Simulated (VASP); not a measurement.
Write the native input for VASP 6.6.1 that does the following.

| Property | Result |
| --- | --- |
| Task | single point |
| Functional | r2SCAN |
| Potentials or basis | VASP PAW PBE potentials, release 64 (Sc_sv) |
| Cutoff | 520 eV |
| k mesh | 16 × 16 × 16 |
| Occupations | gaussian, width 0.05 eV |
| Spin | no spin polarisation |
| Dipole correction | no |
| Further INCAR settings | ALGO = Normal; EDIFF = 1e-06; NBANDS = 12 |

The system is Sc.

```
Sc
1.0
    -1.84405    1.84405    1.84405
     1.84405   -1.84405    1.84405
     1.84405    1.84405   -1.84405
Sc
1
Direct
  0.00000 0.00000 0.00000
```

This isn't the form of Sc at room conditions, which is hcp.

The input as run:

POSCAR

```
Sc
1.0
   -1.8440528287      1.8440528287      1.8440528287
    1.8440528287     -1.8440528287      1.8440528287
    1.8440528287      1.8440528287     -1.8440528287
Sc
1
Direct
    0.0000000000      0.0000000000      0.0000000000
```

INCAR.step1

```
SYSTEM = Sc
PREC = Accurate
ENCUT = 520
ISMEAR = 0
SIGMA = 0.05
LREAL = .False.
LASPH = .True.
NELM = 100
NBANDS = 12
GGA = PE
ALGO = Normal
EDIFF = 1E-4
LWAVE = .True.
LCHARG = .False.
```

INCAR.step2

```
SYSTEM = Sc
PREC = Accurate
ENCUT = 520
EDIFF = 1E-6
ISMEAR = 0
SIGMA = 0.05
LREAL = .False.
LASPH = .True.
NELM = 100
ALGO = Normal
ISIF = 2
LWAVE = .False.
LCHARG = .True.
METAGGA = R2SCAN
LMIXTAU = .True.
LELF = .True.
LVHAR = .True.
NBANDS = 12
ISTART = 1
```

KPOINTS

```
Automatic mesh
0
Gamma
  16 16 16
  0 0 0
```

Potentials or basis: VASP PAW PBE potentials, release 64 (Sc_sv).

Launch:

```console
$ cat potpaw_PBE.64/Sc_sv/POTCAR > POTCAR
$ cp INCAR.step1 INCAR
$ mpirun -np 1 vasp_std > vasp.out
$ cp INCAR.step2 INCAR
$ mpirun -np 1 vasp_std > vasp.out
```

Results of the run:

```json
{"Pressure": "0.2 GPa", "Band gap on the k mesh": "zero (an odd number of electrons rules out a gap without spin polarisation)"}
```

Caveat: the PAW data sets were made with another functional, which shifts forces and pressure a little.

Run time: 120 s on 1 thread of AMD EPYC 7R13 Processor (Zen 3), with other jobs on the host, peak memory 0.14 GiB.
